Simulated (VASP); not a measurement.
A run of VASP 6.6.1 is set up as follows.

The input INCAR:

```
SYSTEM = AlIn2As2P
PREC = Accurate
ENCUT = 520
EDIFF = 1E-6
ISMEAR = 0
SIGMA = 0.1
LREAL = .FALSE.
LASPH = .TRUE.
NELM = 80
ALGO = Normal
ISIF = 2
LWAVE = .FALSE.
LCHARG = .FALSE.
GGA = PE
NBANDS = 31
```

File KPOINTS:

```
Automatic mesh
0
G
  6 6 2
  0 0 0
```

POSCAR

```
AlIn2As2P
1.0
    4.1070417900      0.0000000000      0.0000000000
   -2.0535209000      3.5568025300      0.0000000000
    0.0000000000      0.0000000000      9.9123289800
Al In P As
1 2 1 2
Direct
    0.0000000000      0.0000000000      0.5000000000
    0.3333333300      0.6666666700      0.5000000000
    0.6666666700      0.3333333300      0.5000000000
    0.0000000000      0.0000000000      0.0000000000
    0.0000000000      0.0000000000      0.2320708400
    0.0000000000      0.0000000000      0.7679291600
```

Potentials or basis: VASP PAW PBE potentials, release 64 (Al, In_d, P, As).

Launch:

```sh
$ cat potpaw_PBE.64/Al/POTCAR potpaw_PBE.64/In_d/POTCAR potpaw_PBE.64/P/POTCAR potpaw_PBE.64/As/POTCAR > POTCAR
$ mpirun -np 1 vasp_std > vasp.out
```

Question: Estimate the band gap on the k mesh.

Answer: Zero (band 22 reaches 5.95 eV, above the bottom of band 23 at 4.33 eV).

Question: Predict the pressure.

Answer: 28.2 GPa.

Question: Predict the largest force.

Answer: 0.785 eV/Å.

Forces in eV/Å, atoms in the order of the input:
```
Al   0.000  0.000  0.000
In   0.000  0.000  0.000
In   0.000  0.000  0.000
P    0.000  0.000  0.000
As   0.000  0.000 -0.785
As   0.000  0.000  0.785
```

Caveat: spin-orbit coupling is left out, which moves the levels of the heavy elements.
